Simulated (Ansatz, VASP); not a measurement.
# Two plane-wave programs on C

INCAR

```
  PREC = Accurate
  ENCUT = 520
  EDIFF = 1E-6
  ISMEAR = 0
  SIGMA = 0.03
  LREAL = False
  LASPH = True
  NELM = 100
  ALGO = Normal
  ISIF = 2
  LWAVE = False
  LCHARG = True
  GGA = PE
  IVDW = 12
  LELF = True
  LVHAR = True
  NBANDS = 16
```

Contents of KPOINTS:

```
regular mesh
0
Gamma
  18 18 18
```

Contents of POSCAR:

```
C
1.0
    1.2324394249      0.7115492337      6.8306395622
   -1.2324394249      0.7115492337      6.8306395622
    0.0000000000     -1.4230984675      6.8306395622
C
4
Direct
    0.0811523517      0.0811523517      0.0811523517
    0.9188476483      0.9188476483      0.9188476483
    0.2521616043      0.2521616043      0.2521616043
    0.7478383957      0.7478383957      0.7478383957
```

Input for Ansatz:

```yaml
crystal:
  lattice:
    - [1.2324394249, 0.7115492337, 6.8306395622]
    - [-1.2324394249, 0.7115492337, 6.8306395622]
    - [0.0, -1.4230984675, 6.8306395622]
  atoms:
    - { symbol: C, position: [0.0811523517, 0.0811523517, 0.0811523517] }
    - { symbol: C, position: [0.9188476483, 0.9188476483, 0.9188476483] }
    - { symbol: C, position: [0.2521616043, 0.2521616043, 0.2521616043] }
    - { symbol: C, position: [0.7478383957, 0.7478383957, 0.7478383957] }
basis:
  ecutwfc: 420
kpoints:
  mp_grid: { grid: [18, 18, 18] }
hamiltonian:
  xc: pbe
  dispersion: d3bj
scf:
  occupations: { method: gaussian, width: 0.03 }
output:
  forces: true
  stress: true
  eigenvalues: true
```

Change from the starting cell: strain +0.000 along x and y, -0.015 along z, atoms carried along.

Alike in both runs: task single point; functional PBE; dispersion D3(BJ); k mesh 18 × 18 × 18; occupations gaussian, width 0.03 eV; no spin polarisation.

```csv
,VASP,Ansatz
version,VASP 6.6.1,Ansatz 0.2.0
potentials or method,"VASP PAW PBE potentials, release 64 (C), cutoff 520 eV","scalar-relativistic, plane waves, PAW"
valence electrons in the cell,16,16
```

Ansatz gave:

```
gap on the k mesh at the Fermi level (eV)                     : 0.27
least direct gap on the mesh (eV)                             : 0.27
pressure (GPa)                                                : 0.1
traceless stress, the component that is largest in VASP (GPa) : 0.39
```

Question: What did VASP give for the same quantities?

Answer: gap on the k mesh at the Fermi level (eV): 0.27; least direct gap on the mesh (eV): 0.27; pressure (GPa): 0.6; traceless stress, the component that is largest in VASP (GPa): -0.13.
